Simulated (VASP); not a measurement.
Write the native input for VASP 6.6.1 that does the following.

```yaml
Task: single point
Functional: PBEsol
Potentials_or_basis: VASP PAW PBE potentials, release 64 (Cd, Te)
Cutoff: 520 eV
k_mesh: 6 × 6 × 6
Occupations: gaussian, width 0.01 eV
Spin: non-collinear spin, zero start, spin-orbit coupling
Starting_moments: "[[0.0, 0.0, 0.0], [0.0, 0.0, 0.0]] μB"
Dipole_correction: no
Further_INCAR_settings: ALGO = Normal; EDIFF = 1e-07; NBANDS = 30
```

The structure of CdTe lies in POSCAR:

```
CdTe
1.0
    3.1598818372      3.1598818372      0.0000000000
   -3.1598818372      3.1598818372      0.0000000000
    0.0000000000      3.1598818372      3.1598818372
Cd Te
1 1
Direct
    0.0000000000      0.0000000000      0.0000000000
    0.7500000000      0.2500000000      0.5000000000
```

These files were run (other wordings do the same):

INCAR

```
SYSTEM = CdTe
PREC     = Accurate       ! precision mode
ENCUT    = 520            ! plane-wave cutoff, eV
EDIFF    = 1E-7           ! SCF threshold, eV
ISMEAR   = 0              ! smearing method
SIGMA    = 0.01           ! smearing width, eV
LREAL    = .FALSE.        ! projectors in reciprocal space
LASPH    = .TRUE.         ! aspherical terms in the spheres
NELM     = 150            ! most SCF steps
ALGO     = Normal         ! electronic algorithm
ISIF     = 2              ! what is computed and relaxed
LWAVE    = .FALSE.        ! write WAVECAR
LCHARG   = .FALSE.        ! write CHGCAR
MAGMOM   = 0 0 0 0 0 0    ! initial moments
LORBIT   = 11             ! projections on sites
LSORBIT  = .TRUE.         ! spin-orbit coupling
GGA_COMPAT= .FALSE.      
LORBMOM  = .TRUE.       
GGA      = PS             ! functional
NBANDS   = 30             ! bands
```

KPOINTS

```
regular mesh
0
G
  6 6 6
  0 0 0
```

Potentials or basis: VASP PAW PBE potentials, release 64 (Cd, Te).

The run is started by

```bash
$ cat potpaw_PBE.64/Cd/POTCAR potpaw_PBE.64/Te/POTCAR > POTCAR
$ mpirun -np 1 vasp_ncl > vasp.out
```

It gave:

The pressure is 4.2 GPa. The net moment is 0.00 μB per cell and the valence electrons inside the program's atomic spheres are Cd 10.38; Te 3.46.

Caveat: the PAW data sets were made with another functional, which shifts forces and pressure a little.

Run time: 57 s on 1 thread of Intel(R) Xeon(R) 6975P-C (Granite Rapids), on a shared host, peak memory 0.4 GiB.
